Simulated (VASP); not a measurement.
Wanted: the native input for a VASP 6.6.1 run.

```yaml
Task: electric field gradients
Functional: PBE
Potentials_or_basis: VASP PAW PBE potentials, release 64 (Ir_sv_GW)
Cutoff: 420 eV
k_mesh: 10 × 10 × 10
Occupations: fermi-dirac, width 0.05 eV
Spin: no spin polarisation
Dipole_correction: no
Further_INCAR_settings: ALGO = Normal; EDIFF = 1e-08; NBANDS = 24
```

The structure of Ir lies in POSCAR:

```
Ir
1.0
    0.0000000000      2.6272165707      2.6272165707
    2.6272165707      0.0000000000      2.6272165707
    2.6272165707      2.6272165707      0.0000000000
Ir
2
Direct
   -0.1475000000     -0.1175000000     -0.1175000000
    0.1475000000      0.1175000000      0.1175000000
```

This cell differs from its parent crystal: shortest bond scaled by 0.94.

One way to write it, as run:

INCAR

```
PREC = Accurate
ENCUT = 420
EDIFF = 1E-8
ISMEAR = -1
SIGMA = 0.05
LREAL = False
LASPH = True
NELM = 120
ALGO = Normal
ISIF = 2
LWAVE = False
LCHARG = False
GGA = PE
LEFG = True
NBANDS = 24
GGA_COMPAT = False
```

KPOINTS

```
Automatic mesh
0
Gamma
  10 10 10
```

Potentials or basis: VASP PAW PBE potentials, release 64 (Ir_sv_GW).

Launch:

```bash
$ cat potpaw_PBE.64/Ir_sv_GW/POTCAR > POTCAR
$ mpirun -np 1 vasp_std > vasp.out
```

It gave:

| Quantity | Value |
| --- | --- |
| Pressure | 51.3 GPa |
| Largest force | 4.789 eV/Å |
| Band gap on the k mesh | zero (bands 17 and 18 overlap by 1.76 eV) |
| Largest electric field gradient by atom | Ir +44.6 V/Å² |

Caveat: the cell differs from its parent crystal (shortest bond scaled by 0.94); the cell stands under pressure; without QUAD_EFG the Cq values of the log hold for a quadrupole moment of 1 mb, not for the nuclei; spin-orbit coupling is left out, which moves the levels of the heavy elements; forces of over 1 eV/Å act on the atoms, so gaps and moduli don't describe the material at rest.

Wall time 58 s on 1 thread of Intel(R) Xeon(R) Platinum 8488C (Sapphire Rapids), with other jobs on the host, peak memory 0.2 GiB.
